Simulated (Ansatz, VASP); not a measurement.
**Two plane-wave programs on MgTe4**

```
Mg Te
1.0
     5.75432    0.00000    0.00000
     0.00000    5.75432    0.00000
     0.00000    0.00000    5.75432
Mg Te
1 4
Direct
  0.00000 0.00000 0.00000
  0.24378 0.75622 0.75622
  0.75622 0.24378 0.75622
  0.75622 0.75622 0.24378
  0.24378 0.24378 0.24378
```

Change from the starting cell: species swapped into the SnI4 type (P-43m, No. 215).

Alike in both runs: task single point; functional PBE; k mesh 4 × 4 × 4; occupations gaussian, width 0.1 eV; no spin polarisation.

|  | VASP | Ansatz |
| --- | --- | --- |
| version | VASP 6.6.1 | Ansatz 0.2.0 |
| potentials or method | VASP PAW PBE potentials, release 64 (Mg, Te), cutoff 520 eV | scalar-relativistic, plane waves, PAW |
| valence electrons in the cell | 26 | 74 |

Ansatz gave:

- gap on the k mesh at the Fermi level (eV): none
- pressure (GPa): 3.4
- rms of the force components (eV/Å): 1.547

Question: What did VASP give for the same quantities?

Answer: gap on the k mesh at the Fermi level (eV): none; pressure (GPa): 3.5; rms of the force components (eV/Å): 1.561.

Atom by atom the forces differ by 0.014 eV/Å (rms over components). A gap of «none» marks a metal or a gap that the smearing closes. With one functional, cell and mesh, what is left measures potentials, basis and numerics. VASP's potentials hold 26 valence electrons a cell and Ansatz's 74, so a difference there can come from the potentials and not from the codes.

Neither program's run includes spin-orbit coupling.
